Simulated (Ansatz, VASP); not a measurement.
**Two plane-wave programs on Ge**

Contents of POSCAR:

```
Ge
1.0
    1.3761917650     -2.5615082600      0.0000000000
    1.3761917650      2.5615082600      0.0000000000
    0.0000000000      0.0000000000      2.6172840700
Ge
1
Direct
    0.5000000000      0.5000000000      0.0000000000
```

The input INCAR.step1:

```
ALGO = Normal
EDIFF = 1E-4
ENCUT = 520
GGA = PE
ISMEAR = 0
LASPH = True
LCHARG = False
LREAL = False
LWAVE = True
NBANDS = 13
NELM = 100
PREC = Accurate
SIGMA = 0.15
```

Contents of INCAR.step2:

```
ALGO = Normal
EDIFF = 1E-6
ENCUT = 520
ISIF = 2
ISMEAR = 0
ISTART = 1
LASPH = True
LCHARG = True
LELF = True
LMIXTAU = True
LREAL = False
LVHAR = True
LWAVE = False
METAGGA = R2SCAN
NBANDS = 13
NELM = 100
PREC = Accurate
SIGMA = 0.15
```

KPOINTS

```
k-points
0
Gamma
  20 20 18
```

Input for Ansatz:

```yaml
crystal:
  lattice:
    - [1.376191765, -2.56150826, 0.0]
    - [1.376191765, 2.56150826, 0.0]
    - [0.0, 0.0, 2.61728407]
  atoms:
    - { symbol: Ge, position: [0.5, 0.5, 0.0] }
basis:
  ecutwfc: 500
kpoints:
  mp_grid: { grid: [20, 20, 18] }
hamiltonian:
  xc: r2scan
scf:
  occupations: { method: gaussian, width: 0.15 }
output:
  forces: true
  stress: true
  eigenvalues: true
```

Change from the starting cell: strain -0.015 along x and y, -0.030 along z, atoms carried along.

Alike in both runs: task single point; functional r2SCAN; k mesh 20 × 20 × 18; occupations gaussian, width 0.15 eV; no spin polarisation.

```csv
,VASP,Ansatz
version,VASP 6.6.1,Ansatz 0.2.0
potentials or method,"VASP PAW PBE potentials, release 64 (Ge_d), cutoff 520 eV","scalar-relativistic, plane waves, PAW"
valence electrons in the cell,14,14
```

Ansatz gave:

- gap on the k mesh at the Fermi level (eV): none
- pressure (GPa): 1.2
- traceless stress, the component that is largest in VASP (GPa): 1.88

**Question.** Estimate VASP's values.

**Answer.** gap on the k mesh at the Fermi level (eV): none; pressure (GPa): 1.0; traceless stress, the component that is largest in VASP (GPa): 1.96.

VASP's potentials were made for PBE, not for r2SCAN. A gap of «none» marks a metal or a gap that the smearing closes. With one functional, cell and mesh, what is left measures potentials, basis and numerics.
